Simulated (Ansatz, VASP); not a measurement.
**BiB2Te3 in VASP and in Ansatz**

```
CELL_PARAMETERS angstrom
6.74056 0.00000 0.00000
-3.37028 5.83750 0.00000
0.00000 0.00000 3.72764
ATOMIC_POSITIONS crystal
B 0.33333 0.66667 0.00000
B 0.66667 0.33333 0.00000
Bi 0.00000 0.00000 0.00000
Te 0.50000 0.00000 0.50000
Te 0.50000 0.50000 0.50000
Te 0.00000 0.50000 0.50000
```

Change from the starting cell: species swapped into the TmB2Ru3 type (P6/mmm, No. 191).

Alike in both runs: task single point; functional PBE; k mesh 3 × 3 × 6; occupations gaussian, width 0.1 eV; no spin polarisation.

|  | VASP | Ansatz |
| --- | --- | --- |
| version | VASP 6.6.1 | Ansatz 0.2.0 |
| potentials or method | VASP PAW PBE potentials, release 64 (B, Bi_d, Te), cutoff 520 eV | scalar-relativistic, plane waves, PAW |
| valence electrons in the cell | 39 | 69 |

Ansatz gave:

| Quantity | Value |
| --- | --- |
| gap on the k mesh at the Fermi level (eV) | none |
| pressure (GPa) | -5.8 |
| traceless stress, the component that is largest in VASP (GPa) | -8.90 |

Task: Estimate VASP's values.

Result: gap on the k mesh at the Fermi level (eV): none; pressure (GPa): -5.9; traceless stress, the component that is largest in VASP (GPa): -8.93.

A gap of «none» marks a metal or a gap that the smearing closes. With one functional, cell and mesh, what is left measures potentials, basis and numerics. VASP's potentials hold 39 valence electrons a cell and Ansatz's 69, so a difference there can come from the potentials and not from the codes.

Neither program's run includes spin-orbit coupling.
